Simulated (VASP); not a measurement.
Input of a VASP 6.6.1 run:

The input INCAR:

```
ALGO = Normal ; EDIFF = 1E-6
ENCUT = 560 ; GGA = PS
GGA_COMPAT = False ; ISIF = 2
ISMEAR = 0 ; LASPH = True
LCHARG = False ; LDAU = True
LDAUJ = 0 0 0 ; LDAUL = -1 2 -1
LDAUPRINT = 1 ; LDAUTYPE = 2
LDAUU = 0 4 0 ; LMAXMIX = 4
LREAL = False ; LWAVE = False
NBANDS = 38 ; NELM = 200
PREC = Accurate ; SIGMA = 0.1175
```

File KPOINTS:

```
k-points
0
Gamma
  4 4 4
```

File POSCAR:

```
BIr3Br
1.0
    4.1479363475      0.0000000000      0.0000000000
    0.0000000000      4.1479363475      0.0000000000
    0.0000000000      0.0000000000      4.1479363475
B Ir Br
1 3 1
Direct
    0.5000000000      0.5000000000      0.5000000000
    0.0000000000      0.5000000000      0.5000000000
    0.5000000000      0.0000000000      0.5000000000
    0.5000000000      0.5000000000      0.0000000000
    0.0000000000      0.0000000000      0.0000000000
```

Potentials or basis: VASP PAW PBE potentials, release 64 (B, Ir_sv_GW, Br).

Command:

```sh
$ cat potpaw_PBE.64/B/POTCAR potpaw_PBE.64/Ir_sv_GW/POTCAR potpaw_PBE.64/Br/POTCAR > POTCAR
$ mpirun -np 1 vasp_std > vasp.out
```

Problem. Predict the band gap on the k mesh.

Solution. Zero (an odd number of electrons rules out a gap without spin polarisation).

Problem. Estimate the pressure.

Solution. -2.6 GPa.

Eigenvalues of the final occupation matrices:
| site | spin | trace | eigenvalues |
| --- | --- | --- | --- |
| site 2 d | 1 | 3.30 | 0.58 0.58 0.68 0.69 0.76 |
| site 2 d | 2 | 3.30 | 0.58 0.58 0.68 0.69 0.76 |
| site 3 d | 1 | 3.30 | 0.58 0.58 0.68 0.69 0.76 |
| site 3 d | 2 | 3.30 | 0.58 0.58 0.68 0.69 0.76 |
| site 4 d | 1 | 3.30 | 0.58 0.58 0.68 0.69 0.76 |
| site 4 d | 2 | 3.30 | 0.58 0.58 0.68 0.69 0.76 |

Caveat: the k points lie up to 0.38 Å⁻¹ apart, too coarse for converged energies and pressures of a metal; the PAW data sets were made with another functional, which shifts forces and pressure a little; spin-orbit coupling is left out, which moves the levels of the heavy elements; U without spin polarisation on a metal has little footing.
